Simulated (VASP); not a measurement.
Set up this calculation in VASP 6.6.1, as the native input.

```yaml
Task: relaxation of cell and atoms
Functional: PBE
Potentials_or_basis: VASP PAW PBE potentials, release 64 (Sr_sv, Al, O)
Cutoff: 600 eV
k_mesh: 14 × 14 × 14
Occupations: gaussian, width 0.1 eV
Spin: no spin polarisation
Dipole_correction: no
Further_INCAR_settings: ALGO = Fast; EDIFF = 1e-07; IBRION = 2; EDIFFG = -0.01; NSW = 100; ISIF = 3
```

The structure of SrAl2O2 lies in POSCAR:

```
SrAl2O2
1.0
   -1.9776515531      1.9776515531      6.1076591548
    1.9776515531     -1.9776515531      6.1076591548
    1.9776515531      1.9776515531     -6.1076591548
Sr Al O
1 2 2
Direct
    0.0000000000      0.0000000000      0.0000000000
    0.7500000000      0.2500000000      0.5000000000
    0.2500000000      0.7500000000      0.5000000000
    0.2421147303      0.2421147303      0.0000000000
    0.7578852697      0.7578852697      0.0000000000
```

The cell was generated, and may not be a known phase.

The input as run:

INCAR

```
SYSTEM = SrAl2O2
PREC = Accurate
ENCUT = 600
EDIFF = 1E-7
ISMEAR = 0
SIGMA = 0.1
LREAL = .False.
LASPH = .True.
NELM = 100
ALGO = Fast
ISIF = 3
LWAVE = .False.
LCHARG = .False.
GGA = PE
IBRION = 2
NSW = 100
EDIFFG = -0.01
```

KPOINTS

```
Automatic mesh
0
Gamma
  14 14 14
  0 0 0
```

Potentials or basis: VASP PAW PBE potentials, release 64 (Sr_sv, Al, O).

The run is started by

```sh
$ cat potpaw_PBE.64/Sr_sv/POTCAR potpaw_PBE.64/Al/POTCAR potpaw_PBE.64/O/POTCAR > POTCAR
$ mpirun -np 1 vasp_std > vasp.out
```

It gave:

```json
{"Relaxed volume": "19.20 Å³/atom", "Relaxed cell": "a = 6.747 Å, b = 6.747 Å, c = 6.747 Å, α = 145.92°, β = 145.92°, γ = 48.96°", "Space group after relaxing (to 0.1 Å)": "I4/mmm (No. 139)", "Energy gained by relaxing": "0.1 meV/atom", "Ionic steps": "4", "Pressure after relaxing": "0.0 GPa", "Largest force after relaxing": "0.007 eV/Å", "Band gap on the k mesh": "zero (bands 14 and 15 overlap by 1.15 eV)"}
```

It took 110 min on 1 thread of Oxide Virtual Turin-like Processor, on a shared host, peak memory 0.81 GiB.
